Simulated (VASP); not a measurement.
# Al6GeH2N6 in VASP: a series of runs, part 2 of 2

VASP 6.6.1. The steps go on from the part before.

## (5) Single point, PBEsol

File INCAR:

```
SYSTEM = Al6GeH2N6
ALGO = Normal
EDIFF = 1E-7
ENCUT = 520
GGA = PS
ISIF = 2
ISMEAR = 0
LASPH = .True.
LCHARG = .True.
LELF = .True.
LREAL = Auto
LVHAR = .True.
LWAVE = .False.
NBANDS = 45
NELM = 60
PREC = Accurate
SIGMA = 0.05
```

File KPOINTS:

```
k-points
0
Gamma
  2 2 1
  0 0 0
```

File POSCAR:

```
Al6GeH2N6
1.0
    5.4455680000      0.0000000000      0.0000000000
   -2.7227840000      5.2851960000      0.0000000000
    0.0000000000      0.0000000000     16.3239630000
Al N Ge H
6 6 1 2
Direct
    0.6666667279      0.0000000000      0.0612596341
    0.1964786754      0.5301110876      0.0933460827
    0.2712932962      0.0762862910      0.1206152575
    0.7063778152      0.5932385478      0.1725653262
    0.8399319997      0.1881478000      0.2328758648
    0.3069277199      0.7744091231      0.2487891574
    0.5596439172      0.6636259090      0.0792879768
    1.0061822753      0.1957698447      0.1207562771
    0.0918733896      0.7313781741      0.1534755378
    0.5400013938      0.2350947817      0.2001227888
    0.6724568608      0.8236046497      0.2569834298
    0.0307987346      0.5025204363      0.3055950323
    0.8570143167      0.7396520394      0.3472890131
    1.1211050632      0.6003586244      0.3618285584
    0.6126154739      0.5348280367      0.3997156205
```

Potentials or basis: VASP PAW PBE potentials, release 64 (Al, N, Ge_d, H).

Command:

```
> cat potpaw_PBE.64/Al/POTCAR potpaw_PBE.64/N/POTCAR potpaw_PBE.64/Ge_d/POTCAR potpaw_PBE.64/H/POTCAR > POTCAR
> mpirun -np 1 vasp_std > vasp.out
```

OUTCAR:

```text
SYSTEM = Al6GeH2N6
   EDIFF = 1E-7
   ENCUT = 520
   GGA = PS
   ISIF = 2
   ISMEAR = 0
   LASPH = .True.
   LREAL = Auto
   NELM = 60
   PREC = Accurate

 ion  position               nearest neighbor table
   1  0.667  0.000  0.061-   7 1.83   8 1.94   3 2.58   2 2.84   5 3.00   4 3.11   2 3.19   3 3.26

[... 419 lines left out ...]
  energy-cutoff  :      520.00
  volume of cell :      469.82
      direct lattice vectors                 reciprocal lattice vectors
     5.445568000  0.000000000  0.000000000     0.183635573  0.094603871  0.000000000
    -2.722784000  5.285196000  0.000000000     0.000000000  0.189207742  0.000000000
     0.000000000  0.000000000 16.323963000     0.000000000  0.000000000  0.061259634

 POSITION                                       TOTAL-FORCE (eV/Angst)
 -----------------------------------------------------------------------------------
      3.63038      0.00000      1.00000         0.235388      0.156740      0.050706
     -0.37344      2.80174      1.52378        -0.056502      0.031264      0.050398
      1.26963      0.40319      1.96892         0.019109      0.044975      0.001989
      2.23137      3.13538      2.81695        -0.097322      0.053222      0.080088
      4.06162      0.99440      3.80146         0.067912      0.101756      0.049346
     -0.43715      4.09290      4.06123        -0.236364      0.423345     -0.065176
      1.24067      3.50739      1.29429         0.012930     -0.017597     -0.050117
     -0.49937      1.03468      1.97122        -0.027970      0.029418      0.049301
     -1.49108      3.86548      2.50533        -0.098018      0.007631     -0.045218
      2.30050      1.24252      3.26680         0.018523      0.054835      0.083479
      1.41941      4.35291      4.19499        -0.184231      0.150166     -0.124377
     -1.20054      2.65592      4.98852        -0.074335      0.348261      0.120226
      2.65302      3.90921      5.66913        -0.346160      0.786158      0.242994
     -0.97516      3.17301      5.90648         0.892601     -2.142414     -0.220259
      1.87982      2.82667      6.52494        -0.125562     -0.027761     -0.223381
 -----------------------------------------------------------------------------------
    total drift:                                0.003936      0.002239     -0.002950

  FREE ENERGIE OF THE ION-ELECTRON SYSTEM (eV)
  ---------------------------------------------------
  free  energy   TOTEN  =       -94.5778833348 eV

  energy  without entropy=      -94.5778833348  energy(sigma->0) =      -94.57788333
```

OSZICAR:

```text
N       E                     dE             d eps       ncg     rms          rms(c)
DAV:   1     0.540775513397E+03    0.54078E+03   -0.25119E+04   365   0.135E+03
DAV:   2     0.714315900533E+01   -0.53363E+03   -0.50256E+03   456   0.314E+02
DAV:   3    -0.105532262900E+03   -0.11268E+03   -0.11110E+03   494   0.147E+02
[... 17 lines left out ...]
DAV:  21    -0.945778743222E+02   -0.15711E-04   -0.78005E-07   408   0.371E-03    0.106E-03
DAV:  22    -0.945778809667E+02   -0.66445E-05   -0.37048E-07   368   0.273E-03    0.457E-04
DAV:  23    -0.945778826873E+02   -0.17206E-05   -0.11649E-07   352   0.151E-03    0.344E-04
DAV:  24    -0.945778832475E+02   -0.56027E-06   -0.57333E-08   336   0.848E-04    0.217E-04
DAV:  25    -0.945778833348E+02   -0.87229E-07   -0.90114E-09   304   0.494E-04
   1 F= -.94577883E+02 E0= -.94577883E+02  d E =-.833386E-12
```

stdout:

```text
POSCAR found type information on POSCAR AlN GeH
 POSCAR found :  4 types and      15 ions
 scaLAPACK will be used
 -----------------------------------------------------------------------------
|                                                                             |
|                                                                             |
|     You enforced a specific xc type in the INCAR file but a different       |
|     I HOPE YOU KNOW WHAT YOU ARE DOING!                                     |
|                                                                             |
 -----------------------------------------------------------------------------

 LDA part: xc-table for (Slater+PW92), standard interpolation
 POSCAR, INCAR and KPOINTS ok, starting setup
 FFT: planning ... GRIDC
 FFT: planning ... GRID_SOFT
 FFT: planning ... GRID
 WAVECAR not read
 entering main loop
```

Wall time 7.7 min (1 thread of AMD EPYC 7R13, shared host); peak memory 0.54 GiB.

What came out:

```
Free energy            : -94.5779 eV
Largest force          : 2.331 eV/Å
Band gap on the k mesh : 1.61 eV (least direct gap 1.74 eV)
```

Forces on the atoms (eV/Å):
```
Al   0.235  0.157  0.051
Al  -0.057  0.031  0.050
Al   0.019  0.045  0.002
Al  -0.097  0.053  0.080
Al   0.068  0.102  0.049
Al  -0.236  0.423 -0.065
N    0.013 -0.018 -0.050
N   -0.028  0.029  0.049
N   -0.098  0.008 -0.045
N    0.019  0.055  0.083
N   -0.184  0.150 -0.124
N   -0.074  0.348  0.120
Ge  -0.346  0.786  0.243
H    0.893 -2.142 -0.220
H   -0.126 -0.028 -0.223
```

Levels at points of the mesh, in eV from the valence-band top:
| k point | band 30 | band 31 | band 32 | band 33 | band 34 | band 35 |
| --- | --- | --- | --- | --- | --- | --- |
| (0.00, 0.00, 0.00) | -1.57 | -0.84 | -0.13 | 2.05 | 2.11 | 2.84 |
| (0.50, 0.00, 0.00) | -1.81 | -0.61 | -0.15 | 1.61 | 2.57 | 2.88 |
| (0.50, 0.50, 0.00) | -1.63 | -0.39 | 0.00 | 1.74 | 2.15 | 2.41 |
| (0.00, 0.50, 0.00) | -1.52 | -0.44 | -0.02 | 1.73 | 2.38 | 2.65 |

Caveat: the k points lie up to 0.65 Å⁻¹ apart; the PAW data sets were made with another functional, which shifts forces and pressure a little.

## (6) Single point, PBEsol

File INCAR:

```
SYSTEM = Al6GeH2N6
PREC = Accurate
ENCUT = 520
EDIFF = 1E-6
ISMEAR = 0
SIGMA = 0.05
LREAL = Auto
LASPH = .TRUE.
NELM = 60
ALGO = Normal
ISIF = 2
LWAVE = .FALSE.
LCHARG = .FALSE.
GGA = PS
NBANDS = 45
```

File KPOINTS:

```
Automatic mesh
0
G
  2 2 1
  0 0 0
```

File POSCAR:

```
Al6GeH2N6
1.0
    5.4455680000      0.0000000000      0.0000000000
   -2.7227840000      5.2851960000      0.0000000000
    0.0000000000      0.0000000000     16.3239630000
Al N Ge H
6 6 1 2
Direct
    0.6666667279      0.0000000000      0.0612596341
    0.1996389355      0.5330967858      0.1010930985
    0.2676703276      0.0700617347      0.1279027648
    0.7054916220      0.5951487892      0.1757935864
    0.8232353319      0.1763646987      0.2292456188
    0.2915344844      0.7402147432      0.2645633906
    0.5616241449      0.6665436816      0.0828259657
    1.0028733765      0.1922363901      0.1212067192
    0.0950071549      0.7283743119      0.1663653612
    0.5404679328      0.2485955109      0.2013756096
    0.6703714514      0.8205338080      0.2635290217
    0.0266198961      0.4341774648      0.3063776854
    0.8969318887      0.7555133244      0.3445866669
    1.0635979214      0.3781309151      0.3627046324
    0.6798306684      0.5873984617      0.4103754707
```

Potentials or basis: VASP PAW PBE potentials, release 64 (Al, N, Ge_d, H).

Command:

```
> cat potpaw_PBE.64/Al/POTCAR potpaw_PBE.64/N/POTCAR potpaw_PBE.64/Ge_d/POTCAR potpaw_PBE.64/H/POTCAR > POTCAR
> mpirun -np 1 vasp_std > vasp.out
```

Wall time 7.4 min (1 thread of AMD EPYC 7R13, shared host); peak memory 0.53 GiB.

Results (log left out):

- Free energy: -95.8631 eV
- Largest force: 0.040 eV/Å
- Band gap on the k mesh: 1.25 eV

Forces in eV/Å, atoms in the order of the input:
```
Al   0.001  0.023 -0.009
Al  -0.009 -0.018  0.002
Al  -0.011 -0.007  0.003
Al   0.002  0.003 -0.002
Al   0.018 -0.021  0.000
Al   0.014  0.017 -0.008
N    0.008  0.003 -0.008
N    0.003 -0.005  0.004
N   -0.012  0.014 -0.007
N   -0.013  0.005  0.000
N    0.009  0.007 -0.001
N   -0.002 -0.024  0.031
Ge  -0.004  0.000  0.020
H   -0.009 -0.001 -0.013
H    0.005  0.005 -0.010
```

Levels at points of the mesh, in eV from the valence-band top:
| k point | band 29 | band 30 | band 31 | band 32 | band 33 | band 34 | band 35 | band 36 |
| --- | --- | --- | --- | --- | --- | --- | --- | --- |
| (0.00, 0.00, 0.00) | -1.81 | -1.75 | -1.52 | -0.26 | 1.84 | 2.12 | 2.51 | 2.80 |
| (0.50, 0.00, 0.00) | -1.92 | -1.84 | -1.38 | -0.06 | 1.58 | 2.23 | 2.54 | 2.81 |
| (0.50, 0.50, 0.00) | -1.99 | -1.43 | -1.35 | -0.03 | 1.50 | 2.05 | 2.13 | 2.44 |
| (0.00, 0.50, 0.00) | -1.80 | -1.76 | -1.25 | 0.00 | 1.25 | 1.89 | 2.60 | 3.03 |

Caveat: the k points lie up to 0.65 Å⁻¹ apart; the PAW data sets were made with another functional, which shifts forces and pressure a little.

## (7) Summary

| cell | gap on the mesh (eV) | largest force (eV/Å) |
| --- | --- | --- |
| as given, atomic positions A | 0.30 | 0.39 |
| as given, atomic positions B | 1.25 | 0.04 |
| as given, atomic positions C | 1.50 | 1.32 |
| as given, atomic positions D | 1.61 | 2.33 |
| as given, atomic positions E | 1.25 | 0.04 |

Alike in all rows: task single point; level PBEsol; potentials or basis VASP PAW PBE potentials, release 64 (Al, N, Ge_d, H); no spin polarisation; k mesh 2 × 2 × 1; cutoff (eV) 520; smearing gaussian 0.05 eV.

Caveats: all runs use coarse meshes; the PAW data sets were made with another functional, which shifts forces and pressure a little.

Total energies depend on the potentials used, so only differences within one code and one set of settings carry meaning.
